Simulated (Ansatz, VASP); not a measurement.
**BaS in VASP and in Ansatz**

The input INCAR:

```
PREC = Accurate
ENCUT = 520
EDIFF = 1E-8
ISMEAR = -1
SIGMA = 0.02
LREAL = F
LASPH = T
NELM = 60
ALGO = Normal
ISIF = 2
LWAVE = F
LCHARG = F
GGA = PE
LEFG = T
NBANDS = 15
```

Contents of KPOINTS:

```
regular mesh
0
Gamma
  8 8 8
```

The input POSCAR:

```
BaS
1.0
    0.0000000000      3.1830684821      3.1830684821
    3.1830684821      0.0000000000      3.1830684821
    3.1830684821      3.1830684821      0.0000000000
Ba S
1 1
Direct
    0.0000000000      0.0000000000      0.0000000000
    0.5000000000      0.5000000000      0.5000000000
```

Input for Ansatz:

```yaml
crystal:
  lattice:
    - [0.0, 3.1830684821, 3.1830684821]
    - [3.1830684821, 0.0, 3.1830684821]
    - [3.1830684821, 3.1830684821, 0.0]
  atoms:
    - { symbol: Ba, position: [0.0, 0.0, 0.0] }
    - { symbol: S, position: [0.5, 0.5, 0.5] }
kpoints:
  mp_grid: { grid: [8, 8, 8] }
scf:
  occupations: { method: fermi_dirac, width: 0.02 }
hamiltonian:
  xc: pbe
  pseudopotentials: { kind: all_electron, datasets: crystal }
output:
  forces: true
  stress: true
  eigenvalues: true
  efg: { contact_densities: true }
```

Change from the starting cell: volume scaled by 0.99, crystal datasets.

Alike in both runs: task electric field gradients; functional PBE; k mesh 8 × 8 × 8; occupations fermi-dirac, width 0.02 eV; no spin polarisation.

|  | VASP | Ansatz |
| --- | --- | --- |
| version | VASP 6.6.1 | Ansatz 0.2.0 |
| potentials or method | VASP PAW PBE potentials, release 64 (Ba_sv, S), cutoff 520 eV | all-electron PAW with datasets made for the crystal, scalar-relativistic |

|  | VASP | Ansatz | Ansatz less VASP |
| --- | --- | --- | --- |
| gap on the k mesh at the Fermi level (eV) | 2.09 | 2.19 | +0.101 |
| pressure (GPa) | 1.9 | 1.3 | -0.62 |

Ansatz ran all-electron here, and VASP with PAW potentials.

Neither program's run includes spin-orbit coupling.
